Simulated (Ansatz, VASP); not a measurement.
**Two plane-wave programs on Mo**

```
CELL_PARAMETERS angstrom
-1.61813 1.61813 1.54743
1.61813 -1.61813 1.54743
1.61813 1.61813 -1.54743
ATOMIC_POSITIONS crystal
Mo 0.00000 0.00000 0.00000
```

Change from the starting cell: strain +0.030 along x and y, -0.015 along z, atoms carried along.

Alike in both runs: task single point; functional PBEsol; k mesh 22 × 22 × 22; occupations gaussian, width 0.15 eV; no spin polarisation.

|  | VASP | Ansatz |
| --- | --- | --- |
| version | VASP 6.6.1 | Ansatz 0.2.0 |
| potentials or method | VASP PAW PBE potentials, release 64 (Mo_sv), cutoff 500 eV | scalar-relativistic, plane waves, PAW |
| valence electrons in the cell | 14 | 14 |

|  | VASP | Ansatz | Ansatz less VASP |
| --- | --- | --- | --- |
| gap on the k mesh at the Fermi level (eV) | none | none | - |
| pressure (GPa) | -13.2 | -13.6 | -0.45 |
| traceless stress, the component that is largest in VASP (GPa) | 8.44 | 8.45 | +0.007 |

VASP's potentials were made for PBE, not for PBEsol. A gap of «none» marks a metal or a gap that the smearing closes.
